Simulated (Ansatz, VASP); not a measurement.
## One calculation of Al, two programs

File INCAR:

```
SYSTEM = Al
PREC     = Accurate       ! precision mode
ENCUT    = 520            ! plane-wave cutoff, eV
EDIFF    = 1E-6           ! SCF threshold, eV
ISMEAR   = 0              ! smearing method
SIGMA    = 0.15           ! smearing width, eV
LREAL    = .FALSE.        ! projectors in reciprocal space
LASPH    = .TRUE.         ! aspherical terms in the spheres
NELM     = 60             ! most SCF steps
ALGO     = Normal         ! electronic algorithm
ISIF     = 2              ! what is computed and relaxed
LWAVE    = .FALSE.        ! write WAVECAR
LCHARG   = .FALSE.        ! write CHGCAR
NBANDS   = 8              ! bands
```

KPOINTS

```
Automatic mesh
0
G
  20 20 20
  0 0 0
```

POSCAR

```
Al
1.0
   -1.5116577555      1.5116577555      1.5514382228
    1.5116577555     -1.5116577555      1.5514382228
    1.5116577555      1.5116577555     -1.5514382228
Al
1
Direct
    0.0000000000      0.0000000000      0.0000000000
```

Input for Ansatz:

```yaml
crystal:
  lattice:
    - [-1.5116577555, 1.5116577555, 1.5514382228]
    - [1.5116577555, -1.5116577555, 1.5514382228]
    - [1.5116577555, 1.5116577555, -1.5514382228]
  atoms:
    - { symbol: Al, position: [0.0, 0.0, 0.0] }
basis:
  ecutwfc: 420
kpoints:
  mp_grid: { grid: [20, 20, 20] }
hamiltonian:
  xc: lda
scf:
  occupations: { method: gaussian, width: 0.15 }
output:
  forces: true
  stress: true
  eigenvalues: true
```

Change from the starting cell: strain -0.050 along x and y, -0.025 along z, atoms carried along.

Alike in both runs: task single point; functional LDA; k mesh 20 × 20 × 20; occupations gaussian, width 0.15 eV; no spin polarisation.

|  | VASP | Ansatz |
| --- | --- | --- |
| version | VASP 6.6.1 | Ansatz 0.2.0 |
| potentials or method | VASP PAW LDA potentials, release 64 (Al), cutoff 520 eV | scalar-relativistic, plane waves, PAW |
| valence electrons in the cell | 3 | 3 |

```tsv
	VASP	Ansatz	Ansatz less VASP
gap on the k mesh at the Fermi level (eV)	none	none	-
pressure (GPa)	13.4	13.2	-0.16
traceless stress, the component that is largest in VASP (GPa)	1.26	1.24	-0.012
```

LDA's correlation is that of Perdew and Zunger in VASP and of Perdew and Wang (1992) in Ansatz. A gap of «none» marks a metal or a gap that the smearing closes.
